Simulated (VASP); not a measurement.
Wanted: the native input for a VASP 6.6.1 run.

```yaml
Task: single point
Functional: PBE
Potentials_or_basis: VASP PAW PBE potentials, release 64 (Ta_pv, C)
Cutoff: 600 eV
k_mesh: 4 × 4 × 4
Occupations: methfessel-paxton, width 0.1 eV
Spin: no spin polarisation
Dipole_correction: no
Further_INCAR_settings: ALGO = Normal; EDIFF = 1e-06; NBANDS = 14
```

The structure of TaC lies in POSCAR:

```
TaC
1.0
    0.0000000000      2.2230000000      2.2230000000
    2.2230000000      0.0000000000      2.2230000000
    2.2230000000      2.2230000000      0.0000000000
Ta C
1 1
Direct
    0.0000000000      0.0000000000      0.0000000000
    0.5000000000      0.5000000000      0.5000000000
```

These files were run (other wordings do the same):

INCAR

```
ALGO = Normal
EDIFF = 1E-6
ENCUT = 600
GGA = PE
GGA_COMPAT = F
ISIF = 2
ISMEAR = 1
LASPH = T
LCHARG = T
LELF = T
LREAL = F
LVHAR = T
LWAVE = F
NBANDS = 14
NELM = 120
PREC = Accurate
SIGMA = 0.1
```

KPOINTS

```
k-points
0
Gamma
  4 4 4
```

Potentials or basis: VASP PAW PBE potentials, release 64 (Ta_pv, C).

Run with:

```console
$ cat potpaw_PBE.64/Ta_pv/POTCAR potpaw_PBE.64/C/POTCAR > POTCAR
$ mpirun -np 1 vasp_std > vasp.out
```

Results of the run:

```json
{
 "Pressure": "8.7 GPa"
}
```

Caveat: the k points lie up to 0.61 Å⁻¹ apart.

It took 5.9 s on 1 thread of AMD EPYC 7R13 Processor (Zen 3) (shared host), peak memory 0.13 GiB.
